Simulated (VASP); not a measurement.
Runs of VASP 6.6.1 on Hf. The structure is that of space group Fm-3m (No. 225), or close to it. The cells are those of the table. 

```tsv
cell	gap on the mesh (eV)	pressure (GPa)
a = 3.211, b = 3.211, c = 3.140 Å, angles 60.7, 60.7, 58.5°, 1 atom	none	-1.8
a = 3.163, b = 3.163, c = 3.140 Å, angles 60.2, 60.2, 59.5°, 1 atom	none	1.2
a = 3.235, b = 3.235, c = 3.140 Å, angles 61.0, 61.0, 58.1°, 1 atom	none	(a)
a = 3.093, b = 3.093, c = 3.140 Å, angles 59.5, 59.5, 61.0°, 1 atom	none	6.4
```

Alike in all rows: task single point; level PBE; potentials or basis VASP PAW PBE potentials, release 64 (Hf_pv); no spin polarisation; k mesh 18 × 18 × 18; cutoff (eV) 520; smearing gaussian 0.15 eV.

Q: Fill in the values left out.

A: (a) -3.1.

Caveats: spin-orbit coupling is left out, which moves the levels of the heavy elements; the cell stands under tension (at least some runs); the cell stands under pressure (at least some runs).

A k mesh can miss the band edges, and the runs leave out spin-orbit coupling on Hf.

A gap of «none» marks levels without a gap at the run's occupations.
